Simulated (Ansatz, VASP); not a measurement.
**Mg3ZnS4: VASP beside Ansatz**

```xyz
8
Lattice="3.6722 -5.2135 0.0000 3.6722 5.2135 0.0000 0.0000 0.0000 3.6761" Properties=species:S:1:pos:R:3 pbc="T T T"
Mg    1.8361    2.6067    1.8380
Mg    1.8361   -2.6067    1.8380
Mg    3.6722    0.0000    0.0000
Zn    0.0000    0.0000    0.0000
S     3.6722   -2.6076    0.0000
S     5.5542    0.0000    1.8380
S     1.7903    0.0000    1.8380
S     3.6722    2.6076    0.0000
```

Alike in both runs: task single point; functional PBE; k mesh 4 × 4 × 6; occupations gaussian, width 0.1 eV; no spin polarisation.

|  | VASP | Ansatz |
| --- | --- | --- |
| version | VASP 6.6.1 | Ansatz 0.2.0 |
| potentials or method | VASP PAW PBE potentials, release 64 (Mg, Zn, S), cutoff 520 eV | scalar-relativistic, plane waves, PAW |
| valence electrons in the cell | 42 | 66 |

```csv
,VASP,Ansatz,Ansatz less VASP
gap on the k mesh at the Fermi level (eV),1.23,1.24,+0.011
least direct gap on the mesh (eV),1.43,1.44,+0.010
pressure (GPa),-0.2,0.0,+0.20
rms of the force components (eV/Å),0.004,0.003,-0.0006
```

Atom by atom the forces differ by 0.007 eV/Å (rms over components). VASP's potentials hold 42 valence electrons a cell and Ansatz's 66, so a difference there can come from the potentials and not from the codes.
